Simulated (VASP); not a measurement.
# Al2Cu (I4/mmm) in VASP: notebook

The runs below take Al2Cu through single point, with LDA.

Program: VASP 6.6.1. These are calculated values, not measurements. Logs are shortened: lines on timing, memory, paths and dates and some standing lists are left out, and cuts for length are marked.

## (1) The cell of the first run

Symmetry: I4/mmm, No. 139, tetragonal system. Conventional cell: a = 4.033 Å, b = 4.033 Å, c = 5.664 Å, α = 90.00°, β = 90.00°, γ = 90.00°. Within 3.3 Å of Cu (site symmetry 4/mmm) lie 8 Al at 2.46 Å. Within 3.3 Å of Al (site symmetry -4m2) lie 4 Cu at 2.46 Å and 6 Al at 2.83 to 2.85 Å.

## (2) Single point, LDA

INCAR reads:

```
SYSTEM = Al2Cu
PREC     = Accurate       ! precision mode
ENCUT    = 520            ! plane-wave cutoff, eV
EDIFF    = 1E-6           ! SCF threshold, eV
ISMEAR   = -1             ! smearing method
SIGMA    = 0.05           ! smearing width, eV
LREAL    = .FALSE.        ! projectors in reciprocal space
LASPH    = .TRUE.         ! aspherical terms in the spheres
NELM     = 60             ! most SCF steps
ALGO     = Fast           ! electronic algorithm
ISIF     = 2              ! what is computed and relaxed
LWAVE    = .FALSE.        ! write WAVECAR
LCHARG   = .TRUE.         ! write CHGCAR
LELF     = .TRUE.         ! ELF
LVHAR    = .TRUE.       
NBANDS   = 16             ! bands
```

KPOINTS reads:

```
Automatic mesh
0
G
  9 9 9
  0 0 0
```

POSCAR reads:

```
Al2Cu
1.0
   -2.0167106632      2.0167106632      2.8319585644
    2.0167106632     -2.0167106632      2.8319585644
    2.0167106632      2.0167106632     -2.8319585644
Cu Al
1 2
Direct
    0.5000000000      0.5000000000      0.0000000000
    0.2500000000      0.7500000000      0.5000000000
    0.7500000000      0.2500000000      0.5000000000
```

Potentials or basis: VASP PAW LDA potentials, release 64 (Cu, Al).

Launch:

```console
cat potpaw_LDA.64/Cu/POTCAR potpaw_LDA.64/Al/POTCAR > POTCAR
mpirun -np 1 vasp_std > vasp.out
```

OUTCAR:

```text
SYSTEM = Al2Cu
   PREC = Accurate
   ENCUT = 520
   EDIFF = 1E-6
   ISMEAR = -1
   LREAL = .FALSE.
   LASPH = .TRUE.
   NELM = 60
   ISIF = 2

 ion  position               nearest neighbor table
   1  0.500  0.500  0.000-   2 2.46   3 2.46   2 2.46   3 2.46   2 2.46   3 2.46   2 2.46   3 2.46

   2  0.250  0.750  0.500-   1 2.46   1 2.46   1 2.46   1 2.46   3 2.83   3 2.83   3 2.85   3 2.85
                             3 2.85   3 2.85
   3  0.750  0.250  0.500-   1 2.46   1 2.46   1 2.46   1 2.46   2 2.83   2 2.83   2 2.85   2 2.85
                             2 2.85   2 2.85

  LATTYP: Found a body centered tetragonal cell.
 ALAT       =     4.0334213264
 C/A-ratio  =     1.4042463384

  Lattice vectors:

 A1 = (  -2.0167106632,   2.0167106632,   2.8319585644)
 A2 = (   2.0167106632,  -2.0167106632,   2.8319585644)
 A3 = (   2.0167106632,   2.0167106632,  -2.8319585644)

Analysis of symmetry for initial positions (statically):
=====================================================================
 Subroutine PRICEL returns:
 Original cell was already a primitive cell.

 Routine SETGRP: Setting up the symmetry group for a
 body centered tetragonal supercell.

 Subroutine GETGRP returns: Found 16 space group operations
 (whereof 16 operations were pure point group operations)
 out of a pool of 16 trial point group operations.

The static configuration has the point symmetry D_4h.

Analysis of symmetry for dynamics (positions and initial velocities):
=====================================================================
 Subroutine PRICEL returns:
 Original cell was already a primitive cell.

 Routine SETGRP: Setting up the symmetry group for a
 body centered tetragonal supercell.

 Subroutine GETGRP returns: Found 16 space group operations
 (whereof 16 operations were pure point group operations)
 out of a pool of 16 trial point group operations.

The dynamic configuration has the point symmetry D_4h.

 Subroutine INISYM returns: Found 16 space group operations
 (whereof 16 operations are pure point group operations),
 and found     1 'primitive' translations

----------------------------------------------------------------------------------------

                                     Primitive cell

  volume of cell :      46.0717

  direct lattice vectors                    reciprocal lattice vectors
    -2.016710663  2.016710663  2.831958564     0.000000000  0.247928475  0.176556256
     2.016710663 -2.016710663  2.831958564     0.247928475  0.000000000  0.176556256
     2.016710663  2.016710663 -2.831958564     0.247928475  0.247928475  0.000000000

  length of vectors
     4.019232901  4.019232901  4.019232901     0.304369250  0.304369250  0.350623812

  position of ions in fractional coordinates (direct lattice)
     0.500000000  0.500000000  0.000000000
     0.250000000  0.750000000  0.500000000
     0.750000000  0.250000000  0.500000000

  ion indices of the primitive-cell ions
   primitive index   ion index
                 1           1
                 2           2
                 3           3

----------------------------------------------------------------------------------------

 KPOINTS: Automatic mesh

Automatic generation of k-mesh.
 Grid dimensions read from file:
 generate k-points for:    9    9    9

 Generating k-lattice:

  Cartesian coordinates                     Fractional coordinates (reciprocal lattice)
     0.000000000  0.027547608  0.019617362     0.111111111 -0.000000000  0.000000000
     0.027547608  0.000000000  0.019617362    -0.000000000  0.111111111  0.000000000
     0.027547608  0.027547608  0.000000000     0.000000000  0.000000000  0.111111111

  Length of vectors
     0.033818806  0.033818806  0.038958201

  Shift w.r.t. Gamma in fractional coordinates (k-lattice)
     0.000000000  0.000000000  0.000000000

 Subroutine IBZKPT returns following result:
 ===========================================

 Found     75 irreducible k-points:

 Following reciprocal coordinates:
            Coordinates               Weight
  0.000000  0.000000  0.000000      1.000000
  0.111111 -0.000000  0.000000      8.000000
  0.222222 -0.000000  0.000000      8.000000
  0.333333 -0.000000  0.000000      8.000000
  0.444444 -0.000000  0.000000      8.000000
  0.111111  0.111111  0.000000      8.000000
[... 16 lines left out ...]
 -0.333333  0.333333  0.000000      4.000000
  0.444444  0.444444  0.000000      8.000000
 [... further k-points ...]
   k-points           NKPTS =     75   k-points in BZ     NKDIM =     75   number of bands    NBANDS=     16
   number of dos      NEDOS =    301   number of ions     NIONS =      3
   total plane-waves  NPLWV =  27000
   dimension x,y,z NGX =    30 NGY =   30 NGZ =   30
   dimension x,y,z NGXF=    60 NGYF=   60 NGZF=   60
   ions per type =               1   2
   NGX,Y,Z   is equivalent  to a cutoff of  12.41, 12.41, 12.41 a.u.
   NGXF,Y,Z  is equivalent  to a cutoff of  24.82, 24.82, 24.82 a.u.
 SYSTEM =  Al2Cu
   PREC   = accura    normal or accurate (medium, high low for compatibility)
   ISTART =      0    job   : 0-new  1-cont  2-samecut
   ICHARG =      2    charge: 1-file 2-atom 10-const
   ISPIN  =      1    spin polarized calculation?
   LNONCOLLINEAR =      F non collinear calculations
   LSORBIT =      F    spin-orbit coupling
   LASPH  =      T    aspherical Exc in radial PAW
   ENCUT  =  520.0 eV  38.22 Ry    6.18 a.u.   7.47  7.47  7.47*2*pi/ulx,y,z
   NELM   =     60;   NELMIN=  2; NELMDL= -5     # of ELM steps
   EDIFF  = 0.1E-05   stopping-criterion for ELM
   LREAL  =      F    real-space projection
   EDIFFG = 0.1E-04   stopping-criterion for IOM
   NSW    =      0    number of steps for IOM
   IBRION =     -1    ionic relax: 0-MD 1-quasi-New 2-CG
   NFREE  =      0    steps in history (QN), initial steepest desc. (CG)
   ISIF   =      2    stress and relaxation
   ISYM   =      2    0-nonsym 1-usesym 2-fastsym
   POTIM  = 0.5000    time-step for ionic-motion
   TEBEG  =    0.0;   TEEND  =   0.0 temperature during run
   PSTRESS=    0.0 pullay stress
   NELECT =      17.0000    total number of electrons
   NUPDOWN=      -1.0000    fix difference up-down
   EMIN   =  10.00;   EMAX   =-10.00  energy-range for DOS
   EFERMI =   0.00;   METHOD = LEGACY
   ISMEAR =    -1;   SIGMA  =   0.05  broadening in eV -4-tet -1-fermi 0-gaus
   EFERMI_NEDOS =   21; number of points for ismear=-14 and -15
   IALGO  =     68    algorithm
   IMIX   =      4    mixing-type and parameters
     AMIX     =   0.40;   BMIX     =  1.00
     AMIX_MAG =   1.60;   BMIX_MAG =  1.00
  volume/ion in A,a.u.               =      15.36       103.64
  Fermi-wavevector in a.u.,A,eV,Ry     =   1.174212  2.218939 18.759351  1.378773
  Thomas-Fermi vector in A             =   2.310612
   LORBIT       =      0    0 simple, 1 ext, 2 COOP (PROOUT), +10 PAW based schemes
   GGA     = CA    functional components
   LHFCALC =     F    Hartree Fock is set to
   AEXX    =    0.0000 exact exchange contribution
   IVDW    =     0    specifies the selected vdW correction
   LEPSILON=     F    determine dielectric tensor
   LRPA    =     F    only Hartree local field effects (RPA)
 non-spin polarized calculation
 RMM-DIIS sequential band-by-band and
  energy-cutoff  :      520.00
  volume of cell :       46.07
 maximum number of plane-waves:      1255
 NGX is ok and might be reduce to    30
   NGX = 15   NGY = 15   NGZ = 15

 number of electron      17.0000012 magnetization

 Free energy of the ion-electron system (eV)
  ---------------------------------------------------
  ext. energy  EPLUGINS =         0.00000000
  ---------------------------------------------------
  free energy    TOTEN  =       -13.69494816 eV

  energy without entropy =      -13.68199161  energy(sigma->0) =      -13.68846988

 E-fermi :   7.1610     XC(G=0): -10.8127

 val. band max:        7.1601504374   @ k =  -0.2222  -0.3333   0.1111
 cond. band min:       7.1711995833   @ k =   0.1111   0.1111   0.0000
 fundamental gap:      0.0110491458
 Fermi energy:         7.1610284048

 k-point     1 :       0.0000    0.0000    0.0000
  band No.  band energies     occupation
      1      -3.2231      2.00000
      2       2.4113      2.00000
      3       2.4171      2.00000
      4       2.4171      2.00000
      5       2.9924      2.00000
      6       3.0017      2.00000
[... 8 lines left out ...]
     15      14.1851      0.00000
     16      14.4190      0.00000

 k-point     2 :       0.1111   -0.0000    0.0000
  band No.  band energies     occupation
      1      -3.0542      2.00000
      2       2.3619      2.00000
      3       2.4393      2.00000
      4       2.4426      2.00000
      5       2.9865      2.00000
      6       2.9953      2.00000
[... 8 lines left out ...]
     15      13.1413      0.00000
     16      13.8925      0.00000

 k-point     3 :       0.2222   -0.0000    0.0000
  band No.  band energies     occupation
      1      -2.5528      2.00000
      2       2.1922      2.00000
      3       2.4987      2.00000
      4       2.5003      2.00000
      5       2.9837      2.00000
      6       2.9902      2.00000
[... 8 lines left out ...]
     15      13.2150      0.00000
     16      14.6805      0.00000

 k-point     4 :       0.3333   -0.0000    0.0000
  band No.  band energies     occupation
      1      -1.7412      2.00000
      2       1.7856      2.00000
      3       2.5460      2.00000
      4       2.5477      2.00000
      5       3.0113      2.00000
      6       3.0135      2.00000
[... 8 lines left out ...]
     15      14.7433      0.00000
     16      16.3768      0.00000
[... 324 lines left out ...]
 k-point    22 :      -0.4444    0.3333   -0.0000
  band No.  band energies     occupation
      1      -0.4500      2.00000
      2       1.8775      2.00000
      3       2.3612      2.00000
      4       2.8051      2.00000
      5       2.8800      2.00000
      6       3.1263      2.00000
[... 8 lines left out ...]
     15      17.7647      0.00000
     16      19.4334      0.00000

 k-point    23 :      -0.3333    0.3333    0.0000
  band No.  band energies     occupation
      1      -1.2388      2.00000
      2       1.9988      2.00000
      3       2.6075      2.00000
      4       2.7243      2.00000
      5       2.7354      2.00000
      6       3.1215      2.00000
[... 8 lines left out ...]
     15      17.3423      0.00000
     16      17.9474      0.00000

 k-point    24 :       0.4444    0.4444    0.0000
  band No.  band energies     occupation
      1       0.9856      2.00000
      2       1.2788      2.00000
      3       1.8121      2.00000
      4       2.9085      2.00000
      5       2.9772      2.00000
      6       3.1245      2.00000
[... 8 lines left out ...]
     15      17.9678      0.00000
     16      19.1542      0.00000

 [... further k-points ...]

------------------------ aborting loop because EDIFF is reached ----------------------------------------

  FORCE on cell =-STRESS in cart. coord.  units (eV):
  Direction    XX          YY          ZZ          XY          YZ          ZX
  --------------------------------------------------------------------------------------
  -------------------------------------------------------------------------------------
  Total       -0.2315158     -0.2315158     -0.1829320      0.0000000     -0.0000000      0.0000000
  in kB       -8.0511345     -8.0511345     -6.3615979      0.0000000     -0.0000000      0.0000000
  external PRESSURE =      -7.4879556 kB  Pullay stress =       0.0000000 kB

 VOLUME and BASIS-vectors are now :
 -----------------------------------------------------------------------------
  energy-cutoff  :      520.00
  volume of cell :       46.07
      direct lattice vectors                 reciprocal lattice vectors
    -2.016710663  2.016710663  2.831958564     0.000000000  0.247928475  0.176556256
     2.016710663 -2.016710663  2.831958564     0.247928475  0.000000000  0.176556256
     2.016710663  2.016710663 -2.831958564     0.247928475  0.247928475  0.000000000

 POSITION                                       TOTAL-FORCE (eV/Angst)
 -----------------------------------------------------------------------------------
      0.00000      0.00000      2.83196         0.000000      0.000000      0.000000
      2.01671     -0.00000      1.41598         0.000000      0.000000     -0.000000
     -0.00000      2.01671      1.41598        -0.000000     -0.000000      0.000000
 -----------------------------------------------------------------------------------
    total drift:                                0.000000     -0.000000      0.000000

  FREE ENERGIE OF THE ION-ELECTRON SYSTEM (eV)
  ---------------------------------------------------
  free  energy   TOTEN  =       -13.6949481598 eV

  energy  without entropy=      -13.6819916051  energy(sigma->0) =      -13.68846988
```

Wall time 42 s (1 thread of Intel Xeon 6975P-C (Granite Rapids), shared host); peak memory 0.18 GiB.

What came out:

```
Free energy : -13.6949 eV
Pressure    : -0.7 GPa
```

Stress tensor (GPa, compression positive):
```
-0.81  0.00  0.00
 0.00 -0.81  0.00
 0.00  0.00 -0.64
```

Levels at points of the mesh, in eV from the Fermi level:
```tsv
k point	band 5	band 6	band 7	band 8	band 9	band 10	band 11	band 12	band 13	band 14
(0.00, 0.00, 0.00)	-4.17	-4.16	2.93	2.93	2.97	2.98	3.05	3.05	4.42	7.02
```

## (3) Single point, LDA

This run uses another cell than the first one, of 15.67 Å³/atom, 1.020 times its volume.

INCAR reads:

```
ALGO = Normal
EDIFF = 1E-7
ENCUT = 520
ISIF = 2
ISMEAR = -1
LASPH = T
LCHARG = T
LELF = T
LREAL = F
LVHAR = T
LWAVE = F
NBANDS = 16
NELM = 80
PREC = Accurate
SIGMA = 0.05
```

KPOINTS reads:

```
k-points
0
Gamma
  9 9 9
```

POSCAR reads:

```
Al2Cu
1.0
   -2.0303375000      2.0303375000      2.8510940000
    2.0303375000     -2.0303375000      2.8510940000
    2.0303375000      2.0303375000     -2.8510940000
Cu Al
1 2
Direct
    0.5000000000      0.5000000000      0.0000000000
    0.2500000000      0.7500000000      0.5000000000
    0.7500000000      0.2500000000      0.5000000000
```

Potentials or basis: VASP PAW LDA potentials, release 64 (Cu, Al).

Launch:

```console
cat potpaw_LDA.64/Cu/POTCAR potpaw_LDA.64/Al/POTCAR > POTCAR
mpirun -np 1 vasp_std > vasp.out
```

It took 38 s on 1 thread of Intel Xeon 6975P-C (Granite Rapids), shared host; peak memory 0.18 GiB.

The run converged. Its results:

- Free energy: -13.6843 eV
- Pressure: -2.9 GPa

Stress tensor (GPa, compression positive):
```
-2.93  0.00  0.00
 0.00 -2.93  0.00
 0.00  0.00 -2.76
```

Levels at points of the mesh, in eV from the Fermi level:
```csv
k point,band 7,band 8,band 9,band 10,band 11,band 12
"(0.00, 0.00, 0.00)",2.91,2.92,2.92,2.98,2.99,2.99
```

(Part 1 of 2 ends here.)
